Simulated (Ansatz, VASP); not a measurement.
## Two plane-wave programs on Hf2TaN4

Contents of INCAR:

```
SYSTEM = Hf2TaN4
ALGO = Normal
EDIFF = 1E-6
EDIFFG = -0.08
ENCUT = 600
GGA = PE
IBRION = 2
ISIF = 3
ISMEAR = 0
LASPH = .True.
LCHARG = .False.
LREAL = .False.
LWAVE = .False.
NELM = 80
NSW = 36
PREC = Accurate
SIGMA = 0.15
```

File KPOINTS:

```
k-points
0
Gamma
  3 3 3
  0 0 0
```

The input POSCAR:

```
Hf2TaN4
1.0
    0.0000000000      4.5200000000      4.5200000000
    4.5200000000      0.0000000000      4.5200000000
    4.5200000000      4.5200000000      0.0000000000
Hf Ta N
4 2 8
Direct
    0.1250000000      0.6250000000      0.1250000000
    0.6250000000      0.1250000000      0.1250000000
    0.1250000000      0.1250000000      0.6250000000
    0.1250000000      0.1250000000      0.1250000000
    0.5000000000      0.5000000000      0.5000000000
    0.7500000000      0.7500000000      0.7500000000
    0.9050000000      0.3650000000      0.3650000000
    0.3650000000      0.9050000000      0.3650000000
    0.3650000000      0.3650000000      0.9050000000
    0.3650000000      0.3650000000      0.3650000000
    0.8850000000      0.3450000000      0.8850000000
    0.3450000000      0.8850000000      0.8850000000
    0.8850000000      0.8850000000      0.3450000000
    0.8850000000      0.8850000000      0.8850000000
```

Input for Ansatz:

```yaml
crystal:
  lattice:
    - [0.0, 4.52, 4.52]
    - [4.52, 0.0, 4.52]
    - [4.52, 4.52, 0.0]
  atoms:
    - { symbol: Hf, position: [0.125, 0.625, 0.125] }
    - { symbol: Hf, position: [0.625, 0.125, 0.125] }
    - { symbol: Hf, position: [0.125, 0.125, 0.625] }
    - { symbol: Hf, position: [0.125, 0.125, 0.125] }
    - { symbol: Ta, position: [0.5, 0.5, 0.5] }
    - { symbol: Ta, position: [0.75, 0.75, 0.75] }
    - { symbol: "N", position: [0.905, 0.365, 0.365] }
    - { symbol: "N", position: [0.365, 0.905, 0.365] }
    - { symbol: "N", position: [0.365, 0.365, 0.905] }
    - { symbol: "N", position: [0.365, 0.365, 0.365] }
    - { symbol: "N", position: [0.885, 0.345, 0.885] }
    - { symbol: "N", position: [0.345, 0.885, 0.885] }
    - { symbol: "N", position: [0.885, 0.885, 0.345] }
    - { symbol: "N", position: [0.885, 0.885, 0.885] }
basis:
  ecutwfc: 420
kpoints:
  mp_grid: { grid: [3, 3, 3] }
hamiltonian:
  xc: pbe
scf:
  occupations: { method: gaussian, width: 0.15 }
  lower_state_search: "off"
output:
  forces: true
  stress: true
  eigenvalues: true
relax:
  adjacent_minimum: "off"
  f_tol: 0.08
  max_steps: 16
  cell: { stress_tol: 0.8 }
```

Alike in both runs: task relaxation of cell and atoms; functional PBE; k mesh 3 × 3 × 3; occupations gaussian, width 0.15 eV; no spin polarisation.

|  | VASP | Ansatz |
| --- | --- | --- |
| version | VASP 6.6.1 | Ansatz 0.2.0 |
| potentials or method | VASP PAW PBE potentials, release 64 (Hf_pv, Ta_pv, N), cutoff 600 eV | scalar-relativistic, plane waves, PAW |
| valence electrons in the cell | 102 | 170 |

VASP gave:

```
gap on the k mesh at the Fermi level, each at its own relaxed structure (eV) : none
relaxed volume (Å³/atom)                                                     : 12.85
relaxed length of the cell vector where the two differ most in proportion (Å)              : 6.336
```

Estimate Ansatz's values.

gap on the k mesh at the Fermi level, each at its own relaxed structure (eV): none; relaxed volume (Å³/atom): 12.92; relaxed length of the cell vector where the two differ most in proportion (Å): 6.349.

A gap of «none» marks a metal or a gap that the smearing closes. VASP's potentials hold 102 valence electrons a cell and Ansatz's 170, so a difference there can come from the potentials and not from the codes.

The k mesh is coarse, so the values compare programs but aren't converged. Spin-orbit coupling is off throughout.
